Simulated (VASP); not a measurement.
## KTaO3: single point with LDA

The system is KTaO3.

```
CELL_PARAMETERS angstrom
3.90688 0.00000 0.00000
0.00000 3.90688 0.00000
0.00000 0.00000 3.90688
ATOMIC_POSITIONS crystal
Ta 0.00000 0.00000 0.00000
K 0.50000 0.50000 0.50000
O 0.00000 0.00000 0.50000
O 0.00000 0.50000 0.00000
O 0.50000 0.00000 0.00000
```

| Quantity | Value |
| --- | --- |
| Program | VASP 6.6.1 |
| Task | single point |
| Functional | LDA |
| Potentials or basis | VASP PAW LDA potentials, release 64 (Ta_pv, K_sv, O) |
| Cutoff | 520 eV |
| k mesh | 7 × 7 × 7 |
| Occupations | fermi-dirac, width 0.05 eV |
| Spin | no spin polarisation |

```
Pressure               : 9.7 GPa
Band gap on the k mesh : 2.21 eV (least direct gap 2.73 eV)
```

Levels at points of the mesh, in eV from the valence-band top:
```
           k point  band 15  band 16  band 17  band 18  band 19  band 20  band 21  band 22  band 23  band 24
(0.00, 0.00, 0.00)    -1.11    -1.11    -0.52    -0.52    -0.52     2.21     2.21     2.21     6.94     7.56
```

It took 39 s on 1 thread of AMD EPYC 7R13, on a shared host, peak memory 0.14 GiB.

Caveat: the cell stands under pressure; spin-orbit coupling is left out, which moves the levels of the heavy elements; an odd mesh through Γ misses points on the zone boundary, where band edges can lie. LDA gaps usually lie below the measured ones, often by a third to a half.
